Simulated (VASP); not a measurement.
# Mo (Im-3m) in VASP: notebook

The runs below take Mo through single point, with PBE.

Everything below comes from runs of VASP 6.6.1. Logs are shortened: lines on timing, memory, paths and dates and some standing lists are left out, and cuts for length are marked.

### 1 The cell of the first run

Symmetry: Im-3m, No. 229, cubic system. The conventional cell has a = 3.147 Å, b = 3.147 Å, c = 3.147 Å, α = 90.00°, β = 90.00°, γ = 90.00°. Mo (site symmetry m-3m) has 14 Mo at 2.73 to 3.15 Å within 3.6 Å.

### 2 Single point, PBE

The input, INCAR:

```
  PREC = Accurate
  ENCUT = 500
  EDIFF = 1E-6
  ISMEAR = -1
  SIGMA = 0.15
  LREAL = False
  LASPH = True
  NELM = 120
  ALGO = Normal
  ISIF = 2
  LWAVE = False
  LCHARG = False
  GGA = PE
  NBANDS = 13
  GGA_COMPAT = False
```

The input, KPOINTS:

```
Automatic mesh
0
Gamma
  15 15 15
```

The input, POSCAR:

```
Mo
1.0
   -1.5734150000      1.5734150000      1.5734150000
    1.5734150000     -1.5734150000      1.5734150000
    1.5734150000      1.5734150000     -1.5734150000
Mo
1
Direct
    0.0000000000      0.0000000000      0.0000000000
```

Potentials or basis: VASP PAW PBE potentials, release 64 (Mo_sv).

Command:

```console
$ cat potpaw_PBE.64/Mo_sv/POTCAR > POTCAR
$ mpirun -np 1 vasp_std > vasp.out
```

OUTCAR:

```text
PREC = Accurate
   ENCUT = 500
   EDIFF = 1E-6
   ISMEAR = -1
   LREAL = False
   LASPH = True
   NELM = 120
   ISIF = 2
   GGA = PE

 ion  position               nearest neighbor table
   1  0.000  0.000  0.000-

  LATTYP: Found a body centered cubic cell.
 ALAT       =     3.1468300000

  Lattice vectors:

 A1 = (  -1.5734150000,   1.5734150000,   1.5734150000)
 A2 = (   1.5734150000,  -1.5734150000,   1.5734150000)
 A3 = (   1.5734150000,   1.5734150000,  -1.5734150000)

Analysis of symmetry for initial positions (statically):
=====================================================================
 Subroutine PRICEL returns:
 Original cell was already a primitive cell.

 Routine SETGRP: Setting up the symmetry group for a
 body centered cubic supercell.

 Subroutine GETGRP returns: Found 48 space group operations
 (whereof 48 operations were pure point group operations)
 out of a pool of 48 trial point group operations.

The static configuration has the point symmetry O_h .

Analysis of symmetry for dynamics (positions and initial velocities):
=====================================================================
 Subroutine PRICEL returns:
 Original cell was already a primitive cell.

 Routine SETGRP: Setting up the symmetry group for a
 body centered cubic supercell.

 Subroutine GETGRP returns: Found 48 space group operations
 (whereof 48 operations were pure point group operations)
 out of a pool of 48 trial point group operations.

The dynamic configuration has the point symmetry O_h .

 Subroutine INISYM returns: Found 48 space group operations
 (whereof 48 operations are pure point group operations),
 and found     1 'primitive' translations

----------------------------------------------------------------------------------------

                                     Primitive cell

  volume of cell :      15.5808

  direct lattice vectors                    reciprocal lattice vectors
    -1.573415000  1.573415000  1.573415000     0.000000000  0.317780115  0.317780115
     1.573415000 -1.573415000  1.573415000     0.317780115  0.000000000  0.317780115
     1.573415000  1.573415000 -1.573415000     0.317780115  0.317780115  0.000000000

  length of vectors
     2.725234721  2.725234721  2.725234721     0.449408949  0.449408949  0.449408949

  position of ions in fractional coordinates (direct lattice)
     0.000000000  0.000000000  0.000000000

  ion indices of the primitive-cell ions
   primitive index   ion index
                 1           1

----------------------------------------------------------------------------------------

 KPOINTS: Automatic mesh

Automatic generation of k-mesh.
 Grid dimensions read from file:
 generate k-points for:   15   15   15

 Generating k-lattice:

  Cartesian coordinates                     Fractional coordinates (reciprocal lattice)
     0.000000000  0.021185341  0.021185341     0.066666667  0.000000000  0.000000000
     0.021185341  0.000000000  0.021185341     0.000000000  0.066666667  0.000000000
     0.021185341  0.021185341  0.000000000     0.000000000  0.000000000  0.066666667

  Length of vectors
     0.029960597  0.029960597  0.029960597

  Shift w.r.t. Gamma in fractional coordinates (k-lattice)
     0.000000000  0.000000000  0.000000000

 Subroutine IBZKPT returns following result:
 ===========================================

 Found    120 irreducible k-points:

 Following reciprocal coordinates:
            Coordinates               Weight
  0.000000  0.000000  0.000000      1.000000
  0.066667  0.000000  0.000000     12.000000
  0.133333  0.000000  0.000000     12.000000
  0.200000  0.000000  0.000000     12.000000
  0.266667  0.000000  0.000000     12.000000
  0.333333  0.000000  0.000000     12.000000
[... 16 lines left out ...]
  0.333333  0.200000  0.000000     48.000000
  0.400000  0.200000  0.000000     24.000000
 [... further k-points ...]
   k-points           NKPTS =    120   k-points in BZ     NKDIM =    120   number of bands    NBANDS=     13
   number of dos      NEDOS =    301   number of ions     NIONS =      1
   total plane-waves  NPLWV =   8000
   dimension x,y,z NGX =    20 NGY =   20 NGZ =   20
   dimension x,y,z NGXF=    40 NGYF=   40 NGZF=   40
   ions per type =               1
   NGX,Y,Z   is equivalent  to a cutoff of  12.20, 12.20, 12.20 a.u.
   NGXF,Y,Z  is equivalent  to a cutoff of  24.40, 24.40, 24.40 a.u.
 SYSTEM =  unknown system
   PREC   = accura    normal or accurate (medium, high low for compatibility)
   ISTART =      0    job   : 0-new  1-cont  2-samecut
   ICHARG =      2    charge: 1-file 2-atom 10-const
   ISPIN  =      1    spin polarized calculation?
   LNONCOLLINEAR =      F non collinear calculations
   LSORBIT =      F    spin-orbit coupling
   LASPH  =      T    aspherical Exc in radial PAW
   ENCUT  =  500.0 eV  36.75 Ry    6.06 a.u.   4.97  4.97  4.97*2*pi/ulx,y,z
   NELM   =    120;   NELMIN=  2; NELMDL= -5     # of ELM steps
   EDIFF  = 0.1E-05   stopping-criterion for ELM
   LREAL  =      F    real-space projection
   EDIFFG = 0.1E-04   stopping-criterion for IOM
   NSW    =      0    number of steps for IOM
   IBRION =     -1    ionic relax: 0-MD 1-quasi-New 2-CG
   NFREE  =      0    steps in history (QN), initial steepest desc. (CG)
   ISIF   =      2    stress and relaxation
   ISYM   =      2    0-nonsym 1-usesym 2-fastsym
   POTIM  = 0.5000    time-step for ionic-motion
   TEBEG  =    0.0;   TEEND  =   0.0 temperature during run
   PSTRESS=    0.0 pullay stress
   NELECT =      14.0000    total number of electrons
   NUPDOWN=      -1.0000    fix difference up-down
   EMIN   =  10.00;   EMAX   =-10.00  energy-range for DOS
   EFERMI =   0.00;   METHOD = LEGACY
   ISMEAR =    -1;   SIGMA  =   0.15  broadening in eV -4-tet -1-fermi 0-gaus
   EFERMI_NEDOS =   21; number of points for ismear=-14 and -15
   IALGO  =     38    algorithm
   IMIX   =      4    mixing-type and parameters
     AMIX     =   0.40;   BMIX     =  1.00
     AMIX_MAG =   1.60;   BMIX_MAG =  1.00
  volume/ion in A,a.u.               =      15.58       105.14
  Fermi-wavevector in a.u.,A,eV,Ry     =   1.579747  2.985289 33.954710  2.495601
  Thomas-Fermi vector in A             =   2.680079
   LORBIT       =      0    0 simple, 1 ext, 2 COOP (PROOUT), +10 PAW based schemes
   GGA     = PE    functional components
   LHFCALC =     F    Hartree Fock is set to
   AEXX    =    0.0000 exact exchange contribution
   IVDW    =     0    specifies the selected vdW correction
   LEPSILON=     F    determine dielectric tensor
   LRPA    =     F    only Hartree local field effects (RPA)
 non-spin polarized calculation
  energy-cutoff  :      500.00
  volume of cell :       15.58
 maximum number of plane-waves:       409
   NGX =  9   NGY =  9   NGZ =  9

 number of electron      14.0000001 magnetization

 Free energy of the ion-electron system (eV)
  ---------------------------------------------------
  ext. energy  EPLUGINS =         0.00000000
  ---------------------------------------------------
  free energy    TOTEN  =       -10.95449546 eV

  energy without entropy =      -10.90410108  energy(sigma->0) =      -10.92929827

 E-fermi :  12.6098     XC(G=0): -13.4083

 val. band max:       12.5579935949   @ k =  -0.2667   0.3333   0.1333
 cond. band min:      12.6101028890   @ k =   0.1333   0.0667   0.0000
 fundamental gap:      0.0521092941
 Fermi energy:        12.6097680987

 k-point     1 :       0.0000    0.0000    0.0000
  band No.  band energies     occupation
      1     -48.6301      2.00000
      2     -21.8892      2.00000
      3     -21.8892      2.00000
      4     -21.8892      2.00000
      5       5.3996      2.00000
      6      11.2785      1.99972
      7      11.2785      1.99972
      8      11.2785      1.99972
      9      14.3165      0.00002
     10      14.3165      0.00002
     11      27.4829      0.00000
     12      27.4829      0.00000
     13      27.4829      0.00000

 k-point     2 :       0.0667    0.0000    0.0000
  band No.  band energies     occupation
      1     -48.6187      2.00000
      2     -21.9547      2.00000
      3     -21.9094      2.00000
      4     -21.8896      2.00000
      5       5.5970      2.00000
      6      11.1671      1.99987
      7      11.2596      1.99975
      8      11.4638      1.99904
      9      14.1535      0.00007
     10      14.3194      0.00002
     11      27.6303      0.00000
     12      27.8158      0.00000
     13      27.8718      0.00000

 k-point     3 :       0.1333    0.0000    0.0000
  band No.  band energies     occupation
      1     -48.5865      2.00000
      2     -22.1375      2.00000
      3     -21.9661      2.00000
      4     -21.8910      2.00000
      5       6.1458      2.00000
      6      10.8673      1.99998
      7      11.1711      1.99986
      8      12.0087      1.96428
      9      13.8446      0.00053
     10      14.3386      0.00002
     11      27.9361      0.00000
     12      28.7477      0.00000
     13      28.7749      0.00000
[... 305 lines left out ...]
 k-point    23 :       0.3333    0.2000    0.0000
  band No.  band energies     occupation
      1     -48.3503      2.00000
      2     -23.1113      2.00000
      3     -22.5081      2.00000
      4     -22.0318      2.00000
      5       8.3723      2.00000
      6       9.5829      2.00000
      7      11.4809      1.99892
      8      14.1296      0.00008
      9      15.2684      0.00000
     10      19.4638      0.00000
     11      24.0504      0.00000
     12      25.9495      0.00000
     13      29.1549      0.00000

 k-point    24 :       0.4000    0.2000    0.0000
  band No.  band energies     occupation
      1     -48.3407      2.00000
      2     -23.1346      2.00000
      3     -22.5464      2.00000
      4     -22.0347      2.00000
      5       8.3073      2.00000
      6       9.5598      2.00000
      7      11.6826      1.99587
      8      14.2158      0.00004
      9      15.3901      0.00000
     10      20.1605      0.00000
     11      23.3838      0.00000
     12      25.5213      0.00000
     13      28.9715      0.00000

 [... further k-points ...]
[... 5 lines left out ...]
  --------------------------------------------------------------------------------------
  -------------------------------------------------------------------------------------
  Total        0.4248195      0.4248195      0.4248195     -0.0000000     -0.0000000      0.0000000
  in kB       43.6842798     43.6842798     43.6842798     -0.0000000     -0.0000000      0.0000000
  external PRESSURE =      43.6842798 kB  Pullay stress =       0.0000000 kB

 VOLUME and BASIS-vectors are now :
 -----------------------------------------------------------------------------
  energy-cutoff  :      500.00
  volume of cell :       15.58
      direct lattice vectors                 reciprocal lattice vectors
    -1.573415000  1.573415000  1.573415000     0.000000000  0.317780115  0.317780115
     1.573415000 -1.573415000  1.573415000     0.317780115  0.000000000  0.317780115
     1.573415000  1.573415000 -1.573415000     0.317780115  0.317780115  0.000000000

 POSITION                                       TOTAL-FORCE (eV/Angst)
 -----------------------------------------------------------------------------------
      0.00000      0.00000      0.00000        -0.000000     -0.000000     -0.000000
 -----------------------------------------------------------------------------------
    total drift:                                0.000000     -0.000000      0.000000

  FREE ENERGIE OF THE ION-ELECTRON SYSTEM (eV)
  ---------------------------------------------------
  free  energy   TOTEN  =       -10.9544954572 eV

  energy  without entropy=      -10.9041010769  energy(sigma->0) =      -10.92929827
```

Wall time 9.4 s (1 thread of Intel Xeon Platinum 8559C (Emerald Rapids), shared host); peak memory 0.13 GiB.

Results:

```yaml
Free_energy: -10.9545 eV
Pressure: 4.4 GPa
Band_gap_on_the_k_mesh: zero (band 7 reaches 16.36 eV, above the bottom of band 8 at 11.28 eV)
```

Levels at points of the mesh, in eV from the Fermi level:
```tsv
k point	band 3	band 4	band 5	band 6	band 7	band 8	band 9	band 10	band 11	band 12
(0.00, 0.00, 0.00)	-34.50	-34.50	-7.21	-1.33	-1.33	-1.33	1.71	1.71	14.87	14.87
```

### 3 Single point, PBE

The input, INCAR:

```
SYSTEM = Mo
  PREC = Accurate
  ENCUT = 500
  EDIFF = 1E-6
  ISMEAR = -1
  SIGMA = 0.15
  LREAL = .FALSE.
  LASPH = .TRUE.
  NELM = 120
  ALGO = Normal
  ISIF = 2
  LWAVE = .FALSE.
  LCHARG = .FALSE.
  GGA = PE
  NBANDS = 13
  GGA_COMPAT = .FALSE.
```

The input, KPOINTS:

```
Automatic mesh
0
G
  15 15 15
  0 0 0
```

POSCAR is that of step 2.

Potentials or basis: VASP PAW PBE potentials, release 64 (Mo_sv).

Command:

```console
$ cat potpaw_PBE.64/Mo_sv/POTCAR > POTCAR
$ mpirun -np 1 vasp_std > vasp.out
```

It took 9.1 s on 1 thread of Intel Xeon Platinum 8559C (Emerald Rapids), shared host; peak memory 0.14 GiB.

Results (log left out):

- Free energy: -10.9545 eV
- Pressure: 4.4 GPa
- Band gap on the k mesh: zero (band 7 reaches 16.36 eV, above the bottom of band 8 at 11.28 eV)

Levels at points of the mesh, in eV from the Fermi level:
```tsv
k point	band 4	band 5	band 6	band 7	band 8	band 9	band 10	band 11
(0.00, 0.00, 0.00)	-34.50	-7.21	-1.33	-1.33	-1.33	1.71	1.71	14.87
```
